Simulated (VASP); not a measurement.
Here is a VASP 6.6.1 calculation.

File INCAR:

```
SYSTEM = HfN
ALGO     = Normal         ! electronic algorithm
EDIFF    = 1E-7           ! SCF threshold, eV
ENCUT    = 520            ! plane-wave cutoff, eV
GGA      = PS             ! functional
ISIF     = 2              ! what is computed and relaxed
ISMEAR   = -1             ! smearing method
LASPH    = .True.         ! aspherical terms in the spheres
LCHARG   = .False.        ! write CHGCAR
LREAL    = .False.        ! projectors in reciprocal space
LWAVE    = .False.        ! write WAVECAR
NBANDS   = 23             ! bands
NELM     = 100            ! most SCF steps
PREC     = Accurate       ! precision mode
SIGMA    = 0.15           ! smearing width, eV
```

File KPOINTS:

```
k-points
0
Gamma
  9 9 5
  0 0 0
```

The input POSCAR:

```
HfN
1.0
    3.1339080000      0.0000000000      0.0000000000
   -1.5669540000      2.7140440000      0.0000000000
    0.0000000000      0.0000000000      5.4167680000
Hf N
2 2
Direct
    0.6666666667      0.3333333333      0.7500000000
    0.3333333333      0.6666666667      0.2500000000
    0.0000000000      0.0000000000     -0.0018461193
    0.0000000000      0.0000000000      0.5000000000
```

Potentials or basis: VASP PAW PBE potentials, release 64 (Hf_pv, N).

Run with:

```bash
$ cat potpaw_PBE.64/Hf_pv/POTCAR potpaw_PBE.64/N/POTCAR > POTCAR
$ mpirun -np 1 vasp_std > vasp.out
```

Predict the pressure.

-4.4 GPa.

Estimate the band gap on the k mesh.

zero (band 15 reaches 9.19 eV, above the bottom of band 16 at 7.52 eV).

Estimate the largest force.

0.159 eV/Å.

Forces on the atoms (eV/Å):
```
Hf   0.000  0.000 -0.051
Hf   0.000  0.000 -0.050
N    0.000  0.000  0.159
N    0.000  0.000 -0.059
```

Caveat: the PAW data sets were made with another functional, which shifts forces and pressure a little; spin-orbit coupling is left out, which moves the levels of the heavy elements.
